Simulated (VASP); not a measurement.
Al: single point with PBE

The system is Al.

```
Al
1.0
     0.00000    2.04074    2.04074
     2.04074    0.00000    2.04074
     2.04074    2.04074    0.00000
Al
1
Direct
  0.00000 0.00000 0.00000
```

This cell differs from its parent crystal: volume scaled by 1.03.

* Program: VASP 6.6.1
* Task: single point
* Functional: PBE
* Potentials or basis: VASP PAW PBE potentials, release 64 (Al)
* Cutoff: 500 eV
* k mesh: 18 × 18 × 18
* Occupations: gaussian, width 0.1 eV
* Spin: no spin polarisation

```json
{"Pressure": "-2.2 GPa"}
```

Levels at points of the mesh, in eV from the Fermi level:
| k point | band 1 | band 2 | band 3 | band 4 | band 5 |
| --- | --- | --- | --- | --- | --- |
| (0.00, 0.00, 0.00) | -10.92 | 12.47 | 12.47 | 12.47 | 13.74 |
| (0.50, 0.00, 0.00) | -4.46 | -4.33 | 11.11 | 11.11 | 11.33 |
| (0.50, 0.50, 0.00) | -2.84 | -1.59 | 5.26 | 5.47 | 5.47 |

It took 9.8 s on 1 thread of Intel Xeon 6975P-C, on a shared host, peak memory 0.14 GiB.
